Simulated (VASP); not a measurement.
Ir:

```
CELL_PARAMETERS angstrom
2.75138 0.00000 0.00000
-1.37569 2.38276 0.00000
0.00000 0.00000 4.55154
ATOMIC_POSITIONS crystal
Ir 0.33333 0.66667 0.25000
Ir 0.66667 0.33333 0.75000
```

Base run:

```yaml
Program: VASP 6.6.1
Functional: PBE
Potentials_or_basis: VASP PAW PBE potentials, release 64 (Ir)
Cutoff: 520 eV
k_mesh: 9 × 9 × 5
Occupations: fermi-dirac, width 0.05 eV
Spin: no spin polarisation
```

Its results: band gap on the k mesh zero (band 9 reaches 10.39 eV, above the bottom of band 10 at 7.60 eV); pressure -7.4 GPa.

The run is repeated on the same cell with these changes: functional from PBE to PBEsol. What comes out?

Band gap on the k mesh zero (band 9 reaches 10.24 eV, above the bottom of band 10 at 7.42 eV); pressure -17.8 GPa.

PBEsol binds more tightly than PBE, so the same cell stands under less pressure.

Caveats: spin-orbit coupling is left out, which moves the levels of the heavy elements; the PAW data sets were made with another functional, which shifts forces and pressure a little (some runs).
